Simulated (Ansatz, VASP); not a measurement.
LiH: VASP beside Ansatz

Contents of POSCAR:

```
LiH
1.0
    0.0000000000      2.1451220117      2.1451220117
    2.1451220117      0.0000000000      2.1451220117
    2.1451220117      2.1451220117      0.0000000000
Li H
1 1
Direct
    0.0000000000      0.0000000000      0.0000000000
    0.2500000000      0.2500000000      0.2500000000
```

INCAR.step1

```
SYSTEM = LiH
PREC = Accurate
ENCUT = 520
EDIFF = 1E-5
ISMEAR = 0
SIGMA = 0.01
LREAL = .False.
LASPH = .True.
NELM = 80
ALGO = Normal
ISIF = 2
LWAVE = .True.
LCHARG = .False.
NBANDS = 9
GGA = PE
```

Contents of INCAR.step2:

```
SYSTEM = LiH
PREC = Accurate
ENCUT = 520
EDIFF = 1E-6
ISMEAR = 0
SIGMA = 0.01
LREAL = .False.
LASPH = .True.
NELM = 80
ALGO = Normal
ISIF = 2
LWAVE = .False.
LCHARG = .False.
GGA = PE
LHFCALC = .True.
AEXX = 0.4
HFSCREEN = 0.5
PRECFOCK = Normal
NBANDS = 9
ISTART = 1
```

File KPOINTS:

```
Automatic mesh
0
Gamma
  4 4 4
  0 0 0
```

Input for Ansatz:

```yaml
crystal:
  lattice:
    - [0.0, 2.1451220117, 2.1451220117]
    - [2.1451220117, 0.0, 2.1451220117]
    - [2.1451220117, 2.1451220117, 0.0]
  atoms:
    - { symbol: Li, position: [0.0, 0.0, 0.0] }
    - { symbol: H, position: [0.25, 0.25, 0.25] }
kpoints:
  mp_grid: { grid: [4, 4, 4] }
hamiltonian:
  xc: { exchange: pbe, correlation: pbe, exx: { coeff: 0.4, omega: 0.5 } }
scf:
  occupations: { method: fixed }
  n_extra_bands: 4
output:
  forces: true
  stress: true
  eigenvalues: true
```

Alike in both runs: task single point; functional PBE-based screened hybrid; k mesh 4 × 4 × 4; no spin polarisation.

|  | VASP | Ansatz |
| --- | --- | --- |
| version | VASP 6.6.1 | Ansatz 0.2.0 |
| potentials or method | VASP PAW PBE potentials, release 64 (Li_sv, H) | plane waves |
| plane-wave cutoff (eV) | 520 | 420 |
| occupations | gaussian, width 0.01 eV | fixed |
| valence electrons in the cell | 4 | 4 |

Ansatz gave:

* gap on the k mesh at the Fermi level (eV): 5.01

Task: Estimate VASP's values.

Result: gap on the k mesh at the Fermi level (eV): 5.00.

VASP's potentials were made for PBE, not for PBE-based screened hybrid. Ansatz's warnings: stress exchange threshold loose, stress scf threshold loose.

The k mesh is coarse, so the values compare programs but aren't converged. Noted on VASP's run: the cutoff is short for stress, so the pressure is rough.
